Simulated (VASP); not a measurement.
The system is Cs2SnI6.

```
Cs Sn I
1.0
     0.00000    6.01950    6.01950
     6.01950    0.00000    6.01950
     6.01950    6.01950    0.00000
Cs Sn I
2 1 6
Direct
  0.25000 0.25000 0.25000
  0.75000 0.75000 0.75000
  0.00000 0.00000 0.00000
  0.75822 0.24178 0.24178
  0.24178 0.75822 0.24178
  0.24178 0.75822 0.75822
  0.75822 0.24178 0.75822
  0.24178 0.24178 0.75822
  0.75822 0.75822 0.24178
```

```yaml
Program: VASP 6.6.1
Task: relaxation of cell and atoms
Functional: PBEsol
Potentials_or_basis: VASP PAW PBE potentials, release 64 (Cs_sv, Sn_d, I)
Cutoff: 500 eV
k_mesh: 4 × 4 × 4
Occupations: fermi-dirac, width 0.02 eV
Spin: no spin polarisation
```

At the start: pressure -1.1 GPa; volume 48.47 Å³/atom.

Question: How do energy, volume and symmetry change on relaxing?

Answer: Over 10 steps the energy falls by 18.8 meV/atom and the volume is 42.87 Å³/atom (-11.6 %); space group Fm-3m (No. 225, to 0.1 Å) before and after.

The path:
| step | energy change (eV) | largest force (eV/Å) | pressure (GPa) | volume (Å³) |
| --- | --- | --- | --- | --- |
| 1 | 0.0000 | 0.1647 | -1.15 | 436.23 |
| 2 | -0.0980 | 0.1622 | -0.25 | 414.69 |
| 3 | -0.1001 | 0.2213 | -0.08 | 411.37 |
| 4 | -0.1147 | 0.1981 | -0.08 | 408.01 |
| 5 | -0.1482 | 0.1298 | -0.03 | 398.04 |
| 6 | -0.1641 | 0.0001 | 0.23 | 378.60 |
| 7 | -0.1675 | 0.0571 | 0.12 | 385.14 |
| 8 | -0.1677 | 0.0465 | 0.14 | 383.85 |
| 9 | -0.1659 | 0.0672 | -0.22 | 388.88 |
| 10 | -0.1690 | 0.0012 | 0.00 | 385.79 |

Final structure:
```
Cs Sn I
1.0
     0.00000    5.77797    5.77797
     5.77797    0.00000    5.77797
     5.77797    5.77797    0.00000
Cs Sn I
2 1 6
Direct
  0.25000 0.25000 0.25000
  0.75000 0.75000 0.75000
  0.00000 0.00000 0.00000
  0.75144 0.24856 0.24856
  0.24856 0.75144 0.24856
  0.24856 0.75144 0.75144
  0.75144 0.24856 0.75144
  0.24856 0.24856 0.75144
  0.75144 0.75144 0.24856
```

Caveat: the PAW data sets were made with another functional, which shifts forces and pressure a little.
